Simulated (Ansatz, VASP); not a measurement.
# One calculation of Au, two programs

```
Au
1.0
    -1.70213    1.70213    1.54002
     1.70213   -1.70213    1.54002
     1.70213    1.70213   -1.54002
Au
1
Direct
  0.00000 0.00000 0.00000
```

Change from the starting cell: strain +0.050 along x and y, -0.050 along z, atoms carried along.

Alike in both runs: task single point; functional PBEsol; k mesh 26 × 26 × 26; occupations gaussian, width 0.15 eV; no spin polarisation.

```csv
,VASP,Ansatz
version,VASP 6.6.1,Ansatz 0.2.0
potentials or method,"VASP PAW PBE potentials, release 64 (Au), cutoff 520 eV","scalar-relativistic, plane waves, PAW"
valence electrons in the cell,11,19
```

|  | VASP | Ansatz | Ansatz less VASP |
| --- | --- | --- | --- |
| gap on the k mesh at the Fermi level (eV) | none | none | - |
| pressure (GPa) | -6.9 | -6.7 | +0.18 |
| traceless stress, the component that is largest in VASP (GPa) | -0.63 | -0.62 | +0.004 |

VASP's potentials were made for PBE, not for PBEsol. A gap of «none» marks a metal or a gap that the smearing closes. VASP's potentials hold 11 valence electrons a cell and Ansatz's 19, so a difference there can come from the potentials and not from the codes.

Neither program's run includes spin-orbit coupling.
